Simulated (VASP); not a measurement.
CuI (Marshite), 2 atoms in the cell. Symmetry: F-43m, No. 216, cubic system. Conventional cell: a = 6.063 Å, b = 6.063 Å, c = 6.063 Å, α = 90.00°, β = 90.00°, γ = 90.00°. I (site symmetry -43m) has 4 Cu at 2.63 Å within 3.5 Å. Cu (site symmetry -43m) has 4 I at 2.63 Å within 3.5 Å. 

```yaml
Program: VASP 6.6.1
Task: single point
Functional: PBE
Dispersion: D3(BJ)
Potentials_or_basis: VASP PAW PBE potentials, release 64 (I, Cu)
Cutoff: 520 eV
k_mesh: 8 × 8 × 8
Occupations: gaussian, width 0.01 eV
Spin: no spin polarisation
Hubbard_terms: Cu d U = 3.5 eV
Dipole_correction: no
Further_INCAR_settings: ALGO = Normal; EDIFF = 1e-07; NBANDS = 16
```

Potentials or basis: VASP PAW PBE potentials, release 64 (I, Cu).

Launch:

```sh
$ cat potpaw_PBE.64/I/POTCAR potpaw_PBE.64/Cu/POTCAR > POTCAR
$ mpirun -np 1 vasp_std > vasp.out
```

Hardware: 1 thread of Intel Xeon 6975P-C, with other jobs on the host.

Q: Estimate the wall time of this run.

A: It took 24 s on 1 thread of Intel Xeon 6975P-C, with other jobs on the host, peak memory 0.2 GiB. Counts: scf iterations 15, k points 29.
